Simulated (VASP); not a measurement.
Rh, 1 atom in the cell. The structure is cubic, space group Fm-3m (No. 225). The conventional cell has a = 3.830 Å, b = 3.830 Å, c = 3.830 Å, α = 90.00°, β = 90.00°, γ = 90.00°. Within 3.6 Å of Rh (site symmetry m-3m) lie 12 Rh at 2.71 Å. 

```yaml
Program: VASP 6.6.1
Task: single point
Functional: PBE
Potentials_or_basis: VASP PAW PBE potentials, release 64 (Rh_pv)
Cutoff: 520 eV
k_mesh: 26 × 26 × 26
Occupations: gaussian, width 0.15 eV
Spin: no spin polarisation
Dipole_correction: no
Further_INCAR_settings: ALGO = Normal; EDIFF = 1e-07; NBANDS = 14
```

Potentials or basis: VASP PAW PBE potentials, release 64 (Rh_pv).

Run with:

```bash
$ cat potpaw_PBE.64/Rh_pv/POTCAR > POTCAR
$ mpirun -np 1 vasp_std > vasp.out
```

Hardware: 1 thread of Intel(R) Xeon(R) Platinum 8488C (Sapphire Rapids), on a shared host.

**Question.** How long does it take, and how much memory?

**Answer.** Run time: 42 s on 1 thread of Intel(R) Xeon(R) Platinum 8488C (Sapphire Rapids), with other jobs on the host, peak memory 0.2 GiB. Counts: scf iterations 12, k points 511.
